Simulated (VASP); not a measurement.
Write the native input for VASP 6.6.1 that does the following.

```
Task                   : single point
Functional             : revPBE
Potentials or basis    : VASP PAW PBE potentials, release 64 (Tl_d)
Cutoff                 : 520 eV
k mesh                 : 12 × 12 × 12
Occupations            : fermi-dirac, width 0.1 eV
Spin                   : no spin polarisation
Dipole correction      : no
Further INCAR settings : ALGO = Normal; EDIFF = 1e-06; NBANDS = 12
```

The structure of Tl lies in POSCAR:

```
Tl
1.0
    0.0000000000      2.6405008221      2.6405008221
    2.6405008221      0.0000000000      2.6405008221
    2.6405008221      2.6405008221      0.0000000000
Tl
1
Direct
    0.0000000000      0.0000000000      0.0000000000
```

This cell differs from its parent crystal: volume scaled by 1.12.

These files were run (other wordings do the same):

INCAR

```
SYSTEM = Tl
ALGO = Normal ; EDIFF = 1E-6
ENCUT = 520 ; GGA = RE
ISIF = 2 ; ISMEAR = -1
LASPH = .True. ; LCHARG = .False.
LREAL = .False. ; LWAVE = .False.
NBANDS = 12 ; NELM = 100
PREC = Accurate ; SIGMA = 0.1
```

KPOINTS

```
k-points
0
Gamma
  12 12 12
  0 0 0
```

Potentials or basis: VASP PAW PBE potentials, release 64 (Tl_d).

Run with:

```sh
$ cat potpaw_PBE.64/Tl_d/POTCAR > POTCAR
$ mpirun -np 1 vasp_std > vasp.out
```

Results of the run:

```yaml
Pressure: -1.9 GPa
```

Caveat: the PAW data sets were made with another functional, which shifts forces and pressure a little.

Run time: 12 s on 1 thread of Intel(R) Xeon(R) Platinum 8488C (Sapphire Rapids), on a shared host, peak memory 0.17 GiB.
